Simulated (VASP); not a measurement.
# La2TaO2 (P6/mmm) in VASP: notebook

La2TaO2 is run at these levels: PBE; tasks: single point, relaxation of cell and atoms.

Program: VASP 6.6.1. These are calculated values, not measurements. Logs are shortened: lines on timing, memory, paths and dates and some standing lists are left out, and cuts for length are marked.

**1. The cell of the first run**

The structure is hexagonal, space group P6/mmm (No. 191). Conventional cell: a = 3.669 Å, b = 3.669 Å, c = 8.742 Å, α = 90.00°, β = 90.00°, γ = 120.00°. La (site symmetry 6mm) has 1 Ta at 2.53 Å and 6 O at 2.80 Å within 3.3 Å. Ta (site symmetry 6/mmm) has 2 La at 2.53 Å within 3.3 Å. Within 2.9 Å of O (site symmetry -6m2) lie 3 O at 2.12 Å and 6 La at 2.80 Å.

The cell was built from a structure type or drawn by symmetry, and may not be a known phase.

**2. Single point, PBE, collinear spin**

The input, INCAR:

```
ALGO = Normal
EDIFF = 1E-7
ENCUT = 520
GGA = PE
ISIF = 2
ISMEAR = 0
ISPIN = 2
LASPH = True
LCHARG = False
LMAXMIX = 6
LORBIT = 11
LREAL = False
LWAVE = False
MAGMOM = 0 0 1 0 0
NBANDS = 34
NELM = 150
PREC = Accurate
SIGMA = 0.1
```

The input, KPOINTS:

```
k-points
0
Gamma
  6 6 2
```

The input, POSCAR:

```
La2TaO2
1.0
    3.6689314600      0.0000000000      0.0000000000
   -1.8344657300      3.1773878500      0.0000000000
    0.0000000000      0.0000000000      8.7418344100
La Ta O
2 1 2
Direct
    0.0000000000      0.0000000000      0.2101468400
    0.0000000000      0.0000000000      0.7898531600
    0.0000000000      0.0000000000      0.5000000000
    0.3333333300      0.6666666700      0.0000000000
    0.6666666700      0.3333333300      0.0000000000
```

Potentials or basis: VASP PAW PBE potentials, release 64 (La, Ta_pv, O).

The run is started by

```sh
> cat potpaw_PBE.64/La/POTCAR potpaw_PBE.64/Ta_pv/POTCAR potpaw_PBE.64/O/POTCAR > POTCAR
> mpirun -np 1 vasp_std > vasp.out
```

OUTCAR:

```text
EDIFF = 1E-7
   ENCUT = 520
   GGA = PE
   ISIF = 2
   ISMEAR = 0
   ISPIN = 2
   LASPH = True
   LORBIT = 11
   LREAL = False
   NELM = 150
   PREC = Accurate

 ion  position               nearest neighbor table
   1  0.000  0.000  0.210-   3 2.53   4 2.80   5 2.80   5 2.80   4 2.80   5 2.80   4 2.80   2 3.67

   2  0.000  0.000  0.790-   3 2.53   4 2.80   5 2.80   5 2.80   4 2.80   5 2.80   4 2.80   1 3.67

   3  0.000  0.000  0.500-   1 2.53   2 2.53
   4  0.333  0.667  0.000-   1 2.80   2 2.80   1 2.80   2 2.80   1 2.80   2 2.80
   5  0.667  0.333  0.000-   1 2.80   2 2.80   1 2.80   2 2.80   1 2.80   2 2.80

  LATTYP: Found a hexagonal cell.
 ALAT       =     3.6689314600
 C/A-ratio  =     2.3826649544

  Lattice vectors:

 A1 = (   3.6689314600,   0.0000000000,   0.0000000000)
 A2 = (  -1.8344657300,   3.1773878500,   0.0000000000)
 A3 = (   0.0000000000,   0.0000000000,   8.7418344100)

Analysis of symmetry for initial positions (statically):
=====================================================================
 Subroutine PRICEL returns:
 Original cell was already a primitive cell.

 Routine SETGRP: Setting up the symmetry group for a
 hexagonal supercell.

 Subroutine GETGRP returns: Found 24 space group operations
 (whereof 24 operations were pure point group operations)
 out of a pool of 24 trial point group operations.

The static configuration has the point symmetry D_6h.

Analysis of symmetry for dynamics (positions and initial velocities):
=====================================================================
 Subroutine PRICEL returns:
 Original cell was already a primitive cell.

 Routine SETGRP: Setting up the symmetry group for a
 hexagonal supercell.

 Subroutine GETGRP returns: Found 24 space group operations
 (whereof 24 operations were pure point group operations)
 out of a pool of 24 trial point group operations.

The dynamic configuration has the point symmetry D_6h.

Analysis of structural, dynamic, and magnetic symmetry:
=====================================================================
 Subroutine PRICEL returns:
 Original cell was already a primitive cell.

 Routine SETGRP: Setting up the symmetry group for a
 hexagonal supercell.

 Subroutine GETGRP returns: Found 24 space group operations
 (whereof 24 operations were pure point group operations)
[... 127 lines left out ...]
   LRPA    =     F    only Hartree local field effects (RPA)
 spin polarized calculation
 Gauss-broadening in eV      SIGMA  =   0.10
  energy-cutoff  :      520.00
  volume of cell :      101.91
 maximum number of plane-waves:      2772
 NGX is ok and might be reduce to    28
   NGX = 13   NGY = 13   NGZ = 33

 number of electron      44.9999997 magnetization       1.4170940

 Free energy of the ion-electron system (eV)
  ---------------------------------------------------
  ext. energy  EPLUGINS =         0.00000000
  ---------------------------------------------------
  free energy    TOTEN  =       -31.90999563 eV

  energy without entropy =      -31.88712828  energy(sigma->0) =      -31.89856196

 E-fermi :   7.0317     XC(G=0): -10.5726

 val. band max:        7.0085586035   @ k =   0.0000   0.0000   0.0000
 cond. band min:       7.0350495277   @ k =   0.1667   0.1667   0.0000
 fundamental gap:      0.0264909242
 Fermi energy:         7.0316936415

 spin component 1

 k-point     1 :       0.0000    0.0000    0.0000
  band No.  band energies     occupation
      1     -28.0645      1.00000
      2     -27.3641      1.00000
      3     -27.3641      1.00000
      4     -25.3785      1.00000
      5     -25.0381      1.00000
      6     -12.8016      1.00000
[... 507 lines left out ...]
     33       9.9589      0.00000
     34      10.0016      0.00000
 Fermi energy:         7.0316936415

 spin component 2

 k-point     1 :       0.0000    0.0000    0.0000
  band No.  band energies     occupation
      1     -27.4670      1.00000
      2     -27.0588      1.00000
      3     -27.0588      1.00000
      4     -25.2789      1.00000
      5     -24.9195      1.00000
      6     -12.6618      1.00000
[... 507 lines left out ...]
     33      10.0767      0.00000
     34      10.1430      0.00000

------------------------ aborting loop because EDIFF is reached ----------------------------------------

  FORCE on cell =-STRESS in cart. coord.  units (eV):
  Direction    XX          YY          ZZ          XY          YZ          ZX
  --------------------------------------------------------------------------------------
  -------------------------------------------------------------------------------------
  Total       -0.3093528     -0.3093528      1.3165218      0.0000000      0.0000000      0.0000000
  in kB       -4.8635363     -4.8635363     20.6978971      0.0000000      0.0000000      0.0000000
  external PRESSURE =       3.6569415 kB  Pullay stress =       0.0000000 kB

 VOLUME and BASIS-vectors are now :
 -----------------------------------------------------------------------------
  energy-cutoff  :      520.00
  volume of cell :      101.91
      direct lattice vectors                 reciprocal lattice vectors
     3.668931460  0.000000000  0.000000000     0.272558921  0.157361966  0.000000000
    -1.834465730  3.177387850  0.000000000     0.000000000  0.314723933  0.000000000
     0.000000000  0.000000000  8.741834410     0.000000000  0.000000000  0.114392467

 POSITION                                       TOTAL-FORCE (eV/Angst)
 -----------------------------------------------------------------------------------
      0.00000      0.00000      1.83707         0.000000     -0.000000     -5.215195
      0.00000      0.00000      6.90477         0.000000      0.000000      5.215195
      0.00000      0.00000      4.37092         0.000000      0.000000      0.000000
     -0.00000      2.11826      0.00000        -0.000000     -0.000000      0.000000
      1.83447      1.05913      0.00000         0.000000      0.000000      0.000000
 -----------------------------------------------------------------------------------
    total drift:                                0.000000      0.000000     -0.000000

  FREE ENERGIE OF THE ION-ELECTRON SYSTEM (eV)
  ---------------------------------------------------
  free  energy   TOTEN  =       -31.9099956334 eV

  energy  without entropy=      -31.8871282787  energy(sigma->0) =      -31.89856196

 total charge

# of ion       s       p       d       f       tot
--------------------------------------------------
    1        2.002   5.611   0.900   0.267   8.780
    2        2.002   5.611   0.900   0.267   8.780
    3        0.318   6.052   2.478   0.000   8.848
    4        1.611   3.215   0.000   0.000   4.826
    5        1.611   3.215   0.000   0.000   4.826
--------------------------------------------------
tot          7.543  23.704   4.278   0.534  36.059

 magnetization (x)

# of ion       s       p       d       f       tot
--------------------------------------------------
    1        0.002   0.016   0.140   0.072   0.230
    2        0.002   0.016   0.140   0.072   0.230
    3        0.071   0.004   0.631   0.000   0.706
    4        0.001   0.072   0.000   0.000   0.073
    5        0.001   0.072   0.000   0.000   0.073
--------------------------------------------------
tot          0.078   0.179   0.911   0.144   1.312
```

OSZICAR:

```text
N       E                     dE             d eps       ncg     rms          rms(c)
DAV:   1     0.527479215956E+03    0.52748E+03   -0.18439E+04  2096   0.197E+03
DAV:   2     0.755661498213E+02   -0.45191E+03   -0.41946E+03  2200   0.354E+02
DAV:   3    -0.210299659754E+02   -0.96596E+02   -0.91494E+02  2770   0.175E+02
[... 12 lines left out ...]
DAV:  16    -0.319099873663E+02   -0.21380E-04   -0.10139E-04  3352   0.564E-02    0.197E-02
DAV:  17    -0.319099930650E+02   -0.56987E-05   -0.35317E-05  3360   0.233E-02    0.869E-03
DAV:  18    -0.319099951077E+02   -0.20427E-05   -0.64896E-06  3576   0.131E-02    0.388E-03
DAV:  19    -0.319099954416E+02   -0.33386E-06   -0.11991E-06  3120   0.499E-03    0.196E-03
DAV:  20    -0.319099955675E+02   -0.12586E-06   -0.31929E-07  2288   0.300E-03    0.104E-03
DAV:  21    -0.319099956334E+02   -0.65899E-07   -0.93018E-08  1856   0.283E-03
   1 F= -.31909996E+02 E0= -.31898562E+02  d E =-.228674E-01  mag=     1.4171
```

Wall time 3.9 min (1 thread of Intel Xeon 6975P-C (Granite Rapids), shared host); peak memory 0.32 GiB.

What came out:

* Free energy: -31.9100 eV
* Pressure: 0.4 GPa
* Largest force: 5.215 eV/Å
* Net moment: 1.42 μB per cell
* Site moments: La +0.23; Ta +0.71; O +0.07 μB
* Valence electrons inside the program's atomic spheres: La 8.78; Ta 8.85; O 4.83

Forces in eV/Å, atoms in the order of the input:
```
La   0.000  0.000 -5.215
La   0.000  0.000  5.215
Ta   0.000  0.000  0.000
O    0.000  0.000  0.000
O    0.000  0.000  0.000
```

Stress tensor (GPa, compression positive):
```
-0.49  0.00  0.00
 0.00 -0.49  0.00
 0.00  0.00  2.07
```

Caveat: spin-orbit coupling is left out, which moves the levels of the heavy elements; forces of over 1 eV/Å act on the atoms, so gaps and moduli don't describe the material at rest.

**3. Single point, PBE, collinear spin**

This run uses another cell than the first one, of 21.70 Å³/atom.

The input, INCAR:

```
SYSTEM = La2TaO2
ALGO = Normal
EDIFF = 1E-6
ENCUT = 520
GGA = PE
ISIF = 2
ISMEAR = 0
ISPIN = 2
LASPH = .True.
LCHARG = .False.
LMAXMIX = 6
LORBIT = 11
LREAL = .False.
LWAVE = .False.
MAGMOM = 0 0 1 0 0
NBANDS = 34
NELM = 150
PREC = Accurate
SIGMA = 0.1
```

The input, KPOINTS:

```
k-points
0
Gamma
  6 6 2
  0 0 0
```

The input, POSCAR:

```
La2TaO2
1.0
    3.7595273892      0.0000000000      0.0000000000
   -1.8797636946      3.2558462253      0.0000000000
    0.0000000000      0.0000000000      8.8657107564
La Ta O
2 1 2
Direct
    0.0000000000      0.0000000000      0.1557061712
    0.0000000000      0.0000000000      0.8442938288
    0.0000000000      0.0000000000      0.5000000000
    0.3333333333      0.6666666667      0.0000000000
    0.6666666667      0.3333333333      0.0000000000
```

Potentials or basis: VASP PAW PBE potentials, release 64 (La, Ta_pv, O).

The run is started by

```sh
> cat potpaw_PBE.64/La/POTCAR potpaw_PBE.64/Ta_pv/POTCAR potpaw_PBE.64/O/POTCAR > POTCAR
> mpirun -np 1 vasp_std > vasp.out
```

OUTCAR:

```text
SYSTEM = La2TaO2
   EDIFF = 1E-6
   ENCUT = 520
   GGA = PE
   ISIF = 2
   ISMEAR = 0
   ISPIN = 2
   LASPH = .True.
   LORBIT = 11
   LREAL = .False.
   NELM = 150
   PREC = Accurate

 ion  position               nearest neighbor table
   1  0.000  0.000  0.156-   4 2.57   5 2.57   5 2.57   4 2.57   5 2.57   4 2.57   2 2.76   3 3.05

   2  0.000  0.000  0.844-   4 2.57   5 2.57   5 2.57   4 2.57   5 2.57   4 2.57   1 2.76   3 3.05

   3  0.000  0.000  0.500-   1 3.05   2 3.05
   4  0.333  0.667  0.000-   1 2.57   2 2.57   1 2.57   2 2.57   1 2.57   2 2.57
   5  0.667  0.333  0.000-   1 2.57   2 2.57   1 2.57   2 2.57   1 2.57   2 2.57

  LATTYP: Found a hexagonal cell.
 ALAT       =     3.7595273892
 C/A-ratio  =     2.3581982091

  Lattice vectors:

 A1 = (   3.7595273892,   0.0000000000,   0.0000000000)
[... 1238 lines left out ...]
  Direction    XX          YY          ZZ          XY          YZ          ZX
  --------------------------------------------------------------------------------------
  -------------------------------------------------------------------------------------
  Total        0.0795947      0.0795947     -0.0215507      0.0000000     -0.0000000      0.0000000
  in kB        1.1751252      1.1751252     -0.3181716      0.0000000     -0.0000000      0.0000000
  external PRESSURE =       0.6773596 kB  Pullay stress =       0.0000000 kB

 VOLUME and BASIS-vectors are now :
 -----------------------------------------------------------------------------
  energy-cutoff  :      520.00
  volume of cell :      108.52
      direct lattice vectors                 reciprocal lattice vectors
     3.759527389  0.000000000  0.000000000     0.265990880  0.153569906  0.000000000
    -1.879763695  3.255846225  0.000000000     0.000000000  0.307139813  0.000000000
     0.000000000  0.000000000  8.865710756     0.000000000  0.000000000  0.112794115

 POSITION                                       TOTAL-FORCE (eV/Angst)
 -----------------------------------------------------------------------------------
      0.00000      0.00000      1.38045        -0.000000     -0.000000     -0.017084
      0.00000      0.00000      7.48526        -0.000000      0.000000      0.017084
      0.00000      0.00000      4.43286        -0.000000      0.000000      0.000000
     -0.00000      2.17056      0.00000        -0.000000      0.000000      0.000000
      1.87976      1.08528      0.00000         0.000000      0.000000      0.000000
 -----------------------------------------------------------------------------------
    total drift:                                0.000000     -0.000000     -0.000000

  FREE ENERGIE OF THE ION-ELECTRON SYSTEM (eV)
  ---------------------------------------------------
  free  energy   TOTEN  =       -34.6677738525 eV

  energy  without entropy=      -34.6522394365  energy(sigma->0) =      -34.66000664

 total charge

# of ion       s       p       d       f       tot
--------------------------------------------------
    1        2.019   5.632   0.827   0.254   8.732
    2        2.019   5.632   0.827   0.254   8.732
    3        0.349   6.015   2.095   0.000   8.459
    4        1.588   3.382   0.000   0.000   4.970
    5        1.588   3.382   0.000   0.000   4.970
--------------------------------------------------
tot          7.563  24.043   3.749   0.508  35.863

 magnetization (x)

# of ion       s       p       d       f       tot
--------------------------------------------------
    1        0.000   0.007   0.003   0.017   0.027
    2        0.000   0.007   0.003   0.017   0.027
    3        0.019   0.007   0.428   0.000   0.454
    4       -0.000  -0.003   0.000   0.000  -0.004
    5       -0.000  -0.003   0.000   0.000  -0.004
--------------------------------------------------
tot          0.019   0.014   0.434   0.034   0.501
```

Run time: 4 min. Hardware: 1 thread of Intel Xeon 6975P-C (Granite Rapids), shared host; peak memory 0.32 GiB.

Results:

```yaml
Free_energy: -34.6678 eV
Pressure: 0.1 GPa
Largest_force: 0.017 eV/Å
Net_moment: 0.70 μB per cell
Site_moments: La +0.03; Ta +0.45; O -0.00 μB
Valence_electrons_inside_the_program's_atomic_spheres: La 8.73; Ta 8.46; O 4.97
```

Forces in eV/Å, atoms in the order of the input:
```
La   0.000  0.000 -0.017
La   0.000  0.000  0.017
Ta   0.000  0.000  0.000
O    0.000  0.000  0.000
O    0.000  0.000  0.000
```

Caveat: spin-orbit coupling is left out, which moves the levels of the heavy elements.

(Part 1 of 2 ends here.)
